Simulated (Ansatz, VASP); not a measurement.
Two plane-wave programs on ZnSe

```
Zn Se
1.0
     0.00000    2.86588    2.86588
     2.86588    0.00000    2.86588
     2.86588    2.86588    0.00000
Zn Se
1 1
Direct
  0.00000 0.00000 0.00000
  0.75000 0.75000 0.75000
```

Alike in both runs: functional PBE; k mesh 8 × 8 × 8; occupations gaussian, width 0.02 eV; no spin polarisation.

Ansatz relaxed the structure, and its values are those at the end. VASP's run is a single point on that final structure, the one shown.

|  | VASP | Ansatz |
| --- | --- | --- |
| version | VASP 6.6.1 | Ansatz 0.2.0 |
| potentials or method | VASP PAW PBE potentials, release 64 (Zn, Se), cutoff 520 eV | scalar-relativistic, plane waves, PAW |
| valence electrons in the cell | 18 | 28 |

|  | VASP | Ansatz | Ansatz less VASP |
| --- | --- | --- | --- |
| gap on the k mesh at the Fermi level (eV) | 1.16 | 1.15 | -0.001 |
| least direct gap on the mesh (eV) | 1.16 | 1.15 | -0.001 |
| pressure (GPa) | 0.2 | 0.0 | -0.21 |

VASP's potentials hold 18 valence electrons a cell and Ansatz's 28, so a difference there can come from the potentials and not from the codes.
